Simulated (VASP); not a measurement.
Na, 3 atoms in the cell. The typed cell holds 3 atoms: a = 3.697 Å, b = 3.697 Å, c = 9.614 Å, α = 101.28°, β = 101.28°, γ = 60.29°.  This cell differs from its parent crystal: atoms moved at random.

| Quantity | Value |
| --- | --- |
| Program | VASP 6.6.1 |
| Task | single point |
| Functional | PBE |
| Potentials or basis | VASP PAW PBE potentials, release 64 (Na_pv) |
| Cutoff | 520 eV |
| k mesh | 8 × 8 × 3 |
| Occupations | fermi-dirac, width 0.05 eV |
| Spin | no spin polarisation |
| Dipole correction | no |
| Further INCAR settings | ALGO = Fast; EDIFF = 1e-06; NBANDS = 18 |

Potentials or basis: VASP PAW PBE potentials, release 64 (Na_pv).

The run is started by

```sh
$ cat potpaw_PBE.64/Na_pv/POTCAR > POTCAR
$ mpirun -np 1 vasp_std > vasp.out
```

Hardware: 1 thread of AMD EPYC 9R45 96-Core Processor (Zen 5) (shared host).

Problem. How long does it take, and how much memory?

Solution. It took 98 s on 1 thread of AMD EPYC 9R45 96-Core Processor (Zen 5), on a shared host, peak memory 0.27 GiB. Counts: scf iterations 12, k points 98.
